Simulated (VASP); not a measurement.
# HfB2 (P6/mmm) in VASP: a series of runs

The runs below take HfB2 through single point, with PBE+D4, PBE.

All numbers are computed with VASP 6.6.1; they aren't measurements. Logs are shortened: lines on timing, memory, paths and dates and some standing lists are left out, and cuts for length are marked.

### Step 1. The cell of the first run

The structure is hexagonal, space group P6/mmm (No. 191). Conventional cell: a = 3.127 Å, b = 3.127 Å, c = 3.448 Å, α = 90.00°, β = 90.00°, γ = 120.00°. Within 3.3 Å of Hf (site symmetry 6/mmm) lie 12 B at 2.50 Å and 6 Hf at 3.13 Å. B (site symmetry -6m2) has 3 B at 1.81 Å within 2.4 Å.

### Step 2. Single point, PBE+D4

File INCAR:

```
SYSTEM = HfB2
  PREC = Accurate
  ENCUT = 520
  EDIFF = 1E-6
  ISMEAR = -1
  SIGMA = 0.05
  LREAL = .False.
  LASPH = .True.
  NELM = 60
  ALGO = Normal
  ISIF = 2
  LWAVE = .False.
  LCHARG = .False.
  GGA = PE
  IVDW = 13
  NBANDS = 15
```

File KPOINTS:

```
Automatic mesh
0
Gamma
  10 10 8
  0 0 0
```

File POSCAR:

```
HfB2
1.0
    3.1266778722      0.0000000000      0.0000000000
   -1.5633389361      2.7077824667      0.0000000000
    0.0000000000      0.0000000000      3.4480124082
Hf B
1 2
Direct
    0.0000000000      0.0000000000      0.0000000000
    0.6666666667      0.3333333333      0.5000000000
    0.3333333333      0.6666666667      0.5000000000
```

Potentials or basis: VASP PAW PBE potentials, release 64 (Hf_pv, B).

On the command line:

```sh
$ cat potpaw_PBE.64/Hf_pv/POTCAR potpaw_PBE.64/B/POTCAR > POTCAR
$ mpirun -np 1 vasp_std > vasp.out
```

OUTCAR:

```text
SYSTEM = HfB2
   PREC = Accurate
   ENCUT = 520
   EDIFF = 1E-6
   ISMEAR = -1
   LREAL = .False.
   LASPH = .True.
   NELM = 60
   ISIF = 2
   GGA = PE
   IVDW = 13

 ion  position               nearest neighbor table
   1  0.000  0.000  0.000-   2 2.50   3 2.50   2 2.50   3 2.50   3 2.50   3 2.50   2 2.50   2 2.50
                             2 2.50   2 2.50   3 2.50   3 2.50
   2  0.667  0.333  0.500-   3 1.81   3 1.81   3 1.81   1 2.50   1 2.50   1 2.50   1 2.50   1 2.50
                             1 2.50
   3  0.333  0.667  0.500-   2 1.81   2 1.81   2 1.81   1 2.50   1 2.50   1 2.50   1 2.50   1 2.50
                             1 2.50

  LATTYP: Found a hexagonal cell.
 ALAT       =     3.1266778722
 C/A-ratio  =     1.1027718713

  Lattice vectors:

 A1 = (   3.1266778722,   0.0000000000,   0.0000000000)
 A2 = (  -1.5633389361,   2.7077824667,   0.0000000000)
 A3 = (   0.0000000000,   0.0000000000,   3.4480124082)

Analysis of symmetry for initial positions (statically):
=====================================================================
 Subroutine PRICEL returns:
 Original cell was already a primitive cell.

 Routine SETGRP: Setting up the symmetry group for a
 hexagonal supercell.

 Subroutine GETGRP returns: Found 24 space group operations
 (whereof 24 operations were pure point group operations)
 out of a pool of 24 trial point group operations.

The static configuration has the point symmetry D_6h.

Analysis of symmetry for dynamics (positions and initial velocities):
=====================================================================
 Subroutine PRICEL returns:
 Original cell was already a primitive cell.

 Routine SETGRP: Setting up the symmetry group for a
 hexagonal supercell.

 Subroutine GETGRP returns: Found 24 space group operations
 (whereof 24 operations were pure point group operations)
 out of a pool of 24 trial point group operations.

The dynamic configuration has the point symmetry D_6h.

 Subroutine INISYM returns: Found 24 space group operations
 (whereof 24 operations are pure point group operations),
 and found     1 'primitive' translations

----------------------------------------------------------------------------------------

                                     Primitive cell

  volume of cell :      29.1921

  direct lattice vectors                    reciprocal lattice vectors
     3.126677872  0.000000000  0.000000000     0.319828278  0.184652942  0.000000000
    -1.563338936  2.707782467  0.000000000     0.000000000  0.369305885  0.000000000
     0.000000000  0.000000000  3.448012408     0.000000000  0.000000000  0.290022158

  length of vectors
     3.126677872  3.126677872  3.448012408     0.369305885  0.369305885  0.290022158

  position of ions in fractional coordinates (direct lattice)
     0.000000000  0.000000000  0.000000000
     0.666666667  0.333333333  0.500000000
     0.333333333  0.666666667  0.500000000

  ion indices of the primitive-cell ions
   primitive index   ion index
                 1           1
                 2           2
                 3           3

----------------------------------------------------------------------------------------

 KPOINTS: Automatic mesh

Automatic generation of k-mesh.
 Grid dimensions read from file:
 generate k-points for:   10   10    8

 Generating k-lattice:

  Cartesian coordinates                     Fractional coordinates (reciprocal lattice)
     0.031982828  0.018465294  0.000000000     0.100000000  0.000000000  0.000000000
     0.000000000  0.036930588  0.000000000     0.000000000  0.100000000  0.000000000
     0.000000000  0.000000000  0.036252770     0.000000000  0.000000000  0.125000000

  Length of vectors
     0.036930588  0.036930588  0.036252770

  Shift w.r.t. Gamma in fractional coordinates (k-lattice)
     0.000000000  0.000000000  0.000000000

 Subroutine IBZKPT returns following result:
 ===========================================

 Found     70 irreducible k-points:

 Following reciprocal coordinates:
            Coordinates               Weight
  0.000000  0.000000  0.000000      1.000000
  0.100000  0.000000  0.000000      6.000000
  0.200000  0.000000  0.000000      6.000000
  0.300000  0.000000  0.000000      6.000000
  0.400000  0.000000  0.000000      6.000000
  0.500000  0.000000  0.000000      3.000000
[... 16 lines left out ...]
  0.300000  0.100000  0.125000     24.000000
  0.400000  0.100000  0.125000     24.000000
 [... further k-points ...]
   k-points           NKPTS =     70   k-points in BZ     NKDIM =     70   number of bands    NBANDS=     15
   number of dos      NEDOS =    301   number of ions     NIONS =      3
   total plane-waves  NPLWV =  16128
   dimension x,y,z NGX =    24 NGY =   24 NGZ =   28
   dimension x,y,z NGXF=    48 NGYF=   48 NGZF=   56
   ions per type =               1   2
   NGX,Y,Z   is equivalent  to a cutoff of  12.76, 12.76, 13.50 a.u.
   NGXF,Y,Z  is equivalent  to a cutoff of  25.52, 25.52, 27.00 a.u.
 SYSTEM =  HfB2
   PREC   = accura    normal or accurate (medium, high low for compatibility)
   ISTART =      0    job   : 0-new  1-cont  2-samecut
   ICHARG =      2    charge: 1-file 2-atom 10-const
   ISPIN  =      1    spin polarized calculation?
   LNONCOLLINEAR =      F non collinear calculations
   LSORBIT =      F    spin-orbit coupling
   LASPH  =      T    aspherical Exc in radial PAW
   ENCUT  =  520.0 eV  38.22 Ry    6.18 a.u.   5.81  5.81  6.41*2*pi/ulx,y,z
   NELM   =     60;   NELMIN=  2; NELMDL= -5     # of ELM steps
   EDIFF  = 0.1E-05   stopping-criterion for ELM
   LREAL  =      F    real-space projection
   EDIFFG = 0.1E-04   stopping-criterion for IOM
   NSW    =      0    number of steps for IOM
   IBRION =     -1    ionic relax: 0-MD 1-quasi-New 2-CG
   NFREE  =      0    steps in history (QN), initial steepest desc. (CG)
   ISIF   =      2    stress and relaxation
   ISYM   =      2    0-nonsym 1-usesym 2-fastsym
   POTIM  = 0.5000    time-step for ionic-motion
   TEBEG  =    0.0;   TEEND  =   0.0 temperature during run
   PSTRESS=    0.0 pullay stress
   NELECT =      16.0000    total number of electrons
   NUPDOWN=      -1.0000    fix difference up-down
   EMIN   =  10.00;   EMAX   =-10.00  energy-range for DOS
   EFERMI =   0.00;   METHOD = LEGACY
   ISMEAR =    -1;   SIGMA  =   0.05  broadening in eV -4-tet -1-fermi 0-gaus
   EFERMI_NEDOS =   21; number of points for ismear=-14 and -15
   IALGO  =     38    algorithm
   IMIX   =      4    mixing-type and parameters
     AMIX     =   0.40;   BMIX     =  1.00
     AMIX_MAG =   1.60;   BMIX_MAG =  1.00
  volume/ion in A,a.u.               =       9.73        65.67
  Fermi-wavevector in a.u.,A,eV,Ry     =   1.339758  2.531775 24.421785  1.794951
  Thomas-Fermi vector in A             =   2.468124
   LORBIT       =      0    0 simple, 1 ext, 2 COOP (PROOUT), +10 PAW based schemes
   GGA     = PE    functional components
   LHFCALC =     F    Hartree Fock is set to
   AEXX    =    0.0000 exact exchange contribution
   IVDW    =    13    specifies the selected vdW correction
   LEPSILON=     F    determine dielectric tensor
   LRPA    =     F    only Hartree local field effects (RPA)
 non-spin polarized calculation
  energy-cutoff  :      520.00
  volume of cell :       29.19
 maximum number of plane-waves:       800
 NGX is ok and might be reduce to    24
   NGX = 11   NGY = 11   NGZ = 13

 number of electron      15.9999999 magnetization

 Free energy of the ion-electron system (eV)
  ---------------------------------------------------
  ext. energy  EPLUGINS =         0.00000000
  ---------------------------------------------------
  free energy    TOTEN  =       -26.38753680 eV

  energy without entropy =      -26.38489095  energy(sigma->0) =      -26.38621388

 E-fermi :   7.7057     XC(G=0): -12.6812

 val. band max:        7.6402376467   @ k =   0.2000   0.2000   0.1250
 cond. band min:       7.9331705480   @ k =   0.1000   0.1000   0.2500
 fundamental gap:      0.2929329013
 Fermi energy:         7.7056947189

 k-point     1 :       0.0000    0.0000    0.0000
  band No.  band energies     occupation
      1     -22.7535      2.00000
      2     -22.2509      2.00000
      3     -22.2509      2.00000
      4      -6.0385      2.00000
      5       4.7863      2.00000
      6       4.8410      2.00000
      7       4.8410      2.00000
      8       5.0794      2.00000
      9      11.9247      0.00000
     10      11.9247      0.00000
     11      12.6113      0.00000
     12      12.6113      0.00000
     13      12.8475      0.00000
     14      12.8475      0.00000
     15      12.8607      0.00000

 k-point     2 :       0.1000    0.0000    0.0000
  band No.  band energies     occupation
      1     -22.7403      2.00000
      2     -22.3325      2.00000
      3     -22.2689      2.00000
      4      -5.8194      2.00000
      5       4.2472      2.00000
      6       4.8319      2.00000
      7       4.8867      2.00000
      8       4.9990      2.00000
      9      11.1803      0.00000
     10      11.7692      0.00000
     11      11.7725      0.00000
     12      12.1829      0.00000
     13      13.5223      0.00000
     14      13.9444      0.00000
     15      14.3227      0.00000
[... 365 lines left out ...]
      3     -22.4357      2.00000
      4      -3.4131      2.00000
      5       0.6220      2.00000
      6       3.2924      2.00000
      7       4.0331      2.00000
      8       6.0006      2.00000
      9       8.9035      0.00000
     10      11.2288      0.00000
     11      12.1957      0.00000
     12      13.4935      0.00000
     13      15.3822      0.00000
     14      16.0772      0.00000
     15      18.9011      0.00000

 k-point    24 :       0.4000    0.1000    0.1250
  band No.  band energies     occupation
      1     -23.0018      2.00000
      2     -22.6516      2.00000
      3     -22.4761      2.00000
      4      -2.2084      2.00000
      5      -0.8348      2.00000
      6       3.1139      2.00000
      7       4.0322      2.00000
      8       5.5551      2.00000
      9       8.9978      0.00000
     10      12.0453      0.00000
     11      12.1083      0.00000
     12      14.1886      0.00000
     13      15.4963      0.00000
     14      16.4417      0.00000
     15      18.8472      0.00000

 [... further k-points ...]

------------------------ aborting loop because EDIFF is reached ----------------------------------------

  DFT-D4 for vdW energy calculation

  Edisp (eV):   -0.94572

  FORCE on cell =-STRESS in cart. coord.  units (eV):
  Direction    XX          YY          ZZ          XY          YZ          ZX
  --------------------------------------------------------------------------------------
  -------------------------------------------------------------------------------------
  Total      -0.08603    -0.08603    -0.02413     0.00000     0.00000    -0.00000
  in kB      -4.72178    -4.72178    -1.32424     0.00000     0.00000    -0.00000
  external pressure =       -3.59 kB  Pullay stress =        0.00 kB

 VOLUME and BASIS-vectors are now :
 -----------------------------------------------------------------------------
  energy-cutoff  :      520.00
  volume of cell :       29.19
      direct lattice vectors                 reciprocal lattice vectors
     3.126677872  0.000000000  0.000000000     0.319828278  0.184652942  0.000000000
    -1.563338936  2.707782467  0.000000000     0.000000000  0.369305885  0.000000000
     0.000000000  0.000000000  3.448012408     0.000000000  0.000000000  0.290022158

 POSITION                                       TOTAL-FORCE (eV/Angst)
 -----------------------------------------------------------------------------------
      0.00000      0.00000      0.00000        -0.000000      0.000000      0.000000
      1.56334      0.90259      1.72401        -0.000000      0.000000      0.000000
     -0.00000      1.80519      1.72401         0.000000     -0.000000      0.000000
 -----------------------------------------------------------------------------------
    total drift:                               -0.000000      0.000000      0.000000

  FREE ENERGIE OF THE ION-ELECTRON SYSTEM (eV)
  ---------------------------------------------------
  free  energy   TOTEN  =       -27.3332595813 eV

  energy  without entropy=      -27.3306137290  energy(sigma->0) =      -27.33193666
```

Run time: 18 s. Hardware: 1 thread of Intel Xeon Platinum 8259CL at 2.50GHz (Skylake/Cascade Lake), shared host; peak memory 0.16 GiB.

What came out:

| Quantity | Value |
| --- | --- |
| Free energy | -27.3333 eV |
| Pressure | -0.4 GPa |
| Band gap on the k mesh | zero (band 8 reaches 8.36 eV, above the bottom of band 9 at 7.56 eV) |
| Dispersion energy per atom | -0.315 eV |

Stress tensor (GPa, compression positive):
```
-0.47  0.00  0.00
 0.00 -0.47  0.00
 0.00  0.00 -0.13
```

Levels at points of the mesh, in eV from the Fermi level:
| k point | band 6 | band 7 | band 8 | band 9 | band 10 | band 11 |
| --- | --- | --- | --- | --- | --- | --- |
| (0.00, 0.00, 0.00) | -2.86 | -2.86 | -2.63 | 4.22 | 4.22 | 4.91 |
| (0.50, 0.00, 0.00) | -4.05 | -3.36 | -2.82 | 2.27 | 2.90 | 5.83 |
| (0.00, 0.00, 0.50) | -1.11 | -1.11 | 0.38 | 0.38 | 1.12 | 1.12 |
| (0.50, 0.00, 0.50) | -4.95 | -4.67 | -2.54 | 4.19 | 4.44 | 6.47 |

Caveat: spin-orbit coupling is left out, which moves the levels of the heavy elements; pairwise dispersion overbinds metals, which lowers pressure and volume.

### Step 3. Single point, PBE

This run uses another cell than the first one, of 9.96 Å³/atom, 1.024 times its volume.

File INCAR:

```
SYSTEM = HfB2
PREC     = Accurate       ! precision mode
ENCUT    = 520            ! plane-wave cutoff, eV
EDIFF    = 1E-6           ! SCF threshold, eV
ISMEAR   = -1             ! smearing method
SIGMA    = 0.05           ! smearing width, eV
LREAL    = .False.        ! projectors in reciprocal space
LASPH    = .True.         ! aspherical terms in the spheres
NELM     = 80             ! most SCF steps
ALGO     = Normal         ! electronic algorithm
ISIF     = 2              ! what is computed and relaxed
LWAVE    = .False.        ! write WAVECAR
LCHARG   = .True.         ! write CHGCAR
GGA      = PE             ! functional
LELF     = .True.         ! ELF
LVHAR    = .True.       
NBANDS   = 15             ! bands
```

File KPOINTS:

```
regular mesh
0
Gamma
  10 10 8
  0 0 0
```

File POSCAR:

```
HfB2
1.0
    3.1439597073      0.0000000000      0.0000000000
   -1.5719798536      2.7227489750      0.0000000000
    0.0000000000      0.0000000000      3.4907438501
Hf B
1 2
Direct
    0.0000000000      0.0000000000      0.0000000000
    0.6666666667      0.3333333333      0.5000000000
    0.3333333333      0.6666666667      0.5000000000
```

Potentials or basis: VASP PAW PBE potentials, release 64 (Hf_pv, B).

On the command line:

```sh
$ cat potpaw_PBE.64/Hf_pv/POTCAR potpaw_PBE.64/B/POTCAR > POTCAR
$ mpirun -np 1 vasp_std > vasp.out
```

OUTCAR:

```text
SYSTEM = HfB2
   PREC = Accurate
   ENCUT = 520
   EDIFF = 1E-6
   ISMEAR = -1
   LREAL = .False.
   LASPH = .True.
   NELM = 80
   ISIF = 2
   GGA = PE

 ion  position               nearest neighbor table
   1  0.000  0.000  0.000-   2 2.52   3 2.52   2 2.52   3 2.52   3 2.52   3 2.52   2 2.52   2 2.52
                             2 2.52   2 2.52   3 2.52   3 2.52
   2  0.667  0.333  0.500-   3 1.82   3 1.82   3 1.82   1 2.52   1 2.52   1 2.52   1 2.52   1 2.52
                             1 2.52
   3  0.333  0.667  0.500-   2 1.82   2 1.82   2 1.82   1 2.52   1 2.52   1 2.52   1 2.52   1 2.52
                             1 2.52

  LATTYP: Found a hexagonal cell.
 ALAT       =     3.1439597073
 C/A-ratio  =     1.1103017135

  Lattice vectors:

 A1 = (   3.1439597073,   0.0000000000,   0.0000000000)
 A2 = (  -1.5719798536,   2.7227489750,   0.0000000000)
 A3 = (   0.0000000000,   0.0000000000,   3.4907438501)

Analysis of symmetry for initial positions (statically):
=====================================================================
 Subroutine PRICEL returns:
 Original cell was already a primitive cell.

 Routine SETGRP: Setting up the symmetry group for a
 hexagonal supercell.

 Subroutine GETGRP returns: Found 24 space group operations
[... 180 lines left out ...]
      5       4.6260      2.00000
      6       4.7537      2.00000
      7       4.7537      2.00000
      8       4.8274      2.00000
      9      11.6249      0.00000
     10      11.6249      0.00000
     11      12.2382      0.00000
     12      12.2382      0.00000
     13      12.6040      0.00000
     14      12.6113      0.00000
[... 401 lines left out ...]
      2     -22.9312      2.00000
      3     -22.7533      2.00000
      4      -2.3125      2.00000
      5      -0.9471      2.00000
      6       2.9968      2.00000
      7       3.8658      2.00000
      8       5.4170      2.00000
      9       8.7649      0.00000
     10      11.7245      0.00000
     11      11.8068      0.00000
     12      13.8708      0.00000
     13      15.0669      0.00000
     14      16.0011      0.00000
     15      18.3797      0.00000

 [... further k-points ...]
[... 5 lines left out ...]
  --------------------------------------------------------------------------------------
  -------------------------------------------------------------------------------------
  Total       -0.0878067     -0.0878067     -0.0395866     -0.0000000     -0.0000000      0.0000000
  in kB       -4.7079930     -4.7079930     -2.1225398     -0.0000000     -0.0000000      0.0000000
  external PRESSURE =      -3.8461753 kB  Pullay stress =       0.0000000 kB

 VOLUME and BASIS-vectors are now :
 -----------------------------------------------------------------------------
  energy-cutoff  :      520.00
  volume of cell :       29.88
      direct lattice vectors                 reciprocal lattice vectors
     3.143959707  0.000000000  0.000000000     0.318070234  0.183637935  0.000000000
    -1.571979854  2.722748975  0.000000000     0.000000000  0.367275871  0.000000000
     0.000000000  0.000000000  3.490743850     0.000000000  0.000000000  0.286471893

 POSITION                                       TOTAL-FORCE (eV/Angst)
 -----------------------------------------------------------------------------------
      0.00000      0.00000      0.00000        -0.000000      0.000000      0.000000
      1.57198      0.90758      1.74537         0.000000      0.000000      0.000000
     -0.00000      1.81517      1.74537        -0.000000      0.000000     -0.000000
 -----------------------------------------------------------------------------------
    total drift:                               -0.000000      0.000000      0.000000

  FREE ENERGIE OF THE ION-ELECTRON SYSTEM (eV)
  ---------------------------------------------------
  free  energy   TOTEN  =       -26.3999290143 eV

  energy  without entropy=      -26.3973577106  energy(sigma->0) =      -26.39864336
```

It took 18 s on 1 thread of Intel Xeon Platinum 8259CL at 2.50GHz (Skylake/Cascade Lake), shared host; peak memory 0.16 GiB.

Results:

```
Free energy            : -26.3999 eV
Pressure               : -0.4 GPa
Band gap on the k mesh : zero (band 8 reaches 8.23 eV, above the bottom of band 9 at 7.39 eV)
```

Stress tensor (GPa, compression positive):
```
-0.47  0.00  0.00
 0.00 -0.47  0.00
 0.00  0.00 -0.21
```

Caveat: spin-orbit coupling is left out, which moves the levels of the heavy elements.
